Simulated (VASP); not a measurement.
Write the native input for VASP 6.6.1 that does the following.

```
Task                   : single point
Functional             : PBE
Potentials or basis    : VASP PAW PBE potentials, release 64 (Pb_d, O)
Cutoff                 : 520 eV
k mesh                 : 8 × 8 × 8
Occupations            : gaussian, width 0.1 eV
Spin                   : no spin polarisation
Dipole correction      : no
Further INCAR settings : ALGO = Normal; EDIFF = 1e-06; NBANDS = 43
```

The structure of Pb2O lies in POSCAR:

```
Pb2O
1.0
    5.3932433733      0.0000000000      0.0000000000
    0.0000000000      5.3932433733      0.0000000000
    0.0000000000      0.0000000000      5.6068613885
Pb O
4 2
Direct
    0.2500000000      0.2500000000      0.2500000000
    0.7500000000      0.7500000000      0.2500000000
    0.2500000000      0.7500000000      0.7500000000
    0.7500000000      0.2500000000      0.7500000000
    0.0000000000      0.0000000000      0.0000000000
    0.5000000000      0.5000000000      0.5000000000
```

This cell differs from its parent crystal: biaxial strain in the a-b plane: -1.5 %, then relaxed in part.

The input as run:

INCAR

```
  PREC = Accurate
  ENCUT = 520
  EDIFF = 1E-6
  ISMEAR = 0
  SIGMA = 0.1
  LREAL = False
  LASPH = True
  NELM = 80
  ALGO = Normal
  ISIF = 2
  LWAVE = False
  LCHARG = False
  GGA = PE
  NBANDS = 43
```

KPOINTS

```
regular mesh
0
Gamma
  8 8 8
```

Potentials or basis: VASP PAW PBE potentials, release 64 (Pb_d, O).

Launch:

```sh
$ cat potpaw_PBE.64/Pb_d/POTCAR potpaw_PBE.64/O/POTCAR > POTCAR
$ mpirun -np 1 vasp_std > vasp.out
```

Results of the run:

```
Pressure               : 0.3 GPa
Band gap on the k mesh : zero (bands 34 and 35 overlap by 0.83 eV)
```

Caveat: the cell differs from its parent crystal (biaxial strain in the a-b plane: -1.5 %, then relaxed in part); spin-orbit coupling is left out, which moves the levels of the heavy elements.

Wall time 4.6 min on 1 thread of AMD EPYC 9R45 (Zen 5), on a shared host, peak memory 0.46 GiB.
